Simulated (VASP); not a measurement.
Runs of VASP 6.6.1 on Pt. The structure is that of space group R-3m (No. 166), or close to it. The cells are those of the table. 

```csv
cell,further INCAR settings,gap on the mesh (eV),pressure (GPa)
"a = 3.034 Å, angles 116.4°, 1 atom",ALGO = Fast; EDIFF = 1e-06; NBANDS = 11,none,293.3
"a = 2.379 Å, angles 86.0°, 1 atom",ALGO = Fast; EDIFF = 1e-06; NBANDS = 11,none,107.4
"a = 2.379 Å, angles 93.6°, 1 atom",ALGO = Fast; EDIFF = 1e-06; NBANDS = 11,none,107.4
"a = 2.417 Å, angles 100.1°, 1 atom",ALGO = Fast; EDIFF = 1e-06; NBANDS = 11,none,(a)
"a = 2.865 Å, angles 114.8°, 1 atom",ALGO = Fast; EDIFF = 1e-07; NBANDS = 11,none,165.8
```

Alike in all rows: task single point; level PBEsol; potentials or basis VASP PAW PBE potentials, release 64 (Pt); no spin polarisation; k mesh 22 × 22 × 22; cutoff (eV) 520; smearing gaussian 0.15 eV.

Estimate the missing entries.

(a) 92.7.

Caveats: the cell stands under pressure; the PAW data sets were made with another functional, which shifts forces and pressure a little; spin-orbit coupling is left out, which moves the levels of the heavy elements; atoms lie so close that the PAW spheres overlap strongly, which falsifies energies and pressures (at least some runs).

A k mesh can miss the band edges, and the runs leave out spin-orbit coupling on Pt.

A gap of «none» marks levels without a gap at the run's occupations.
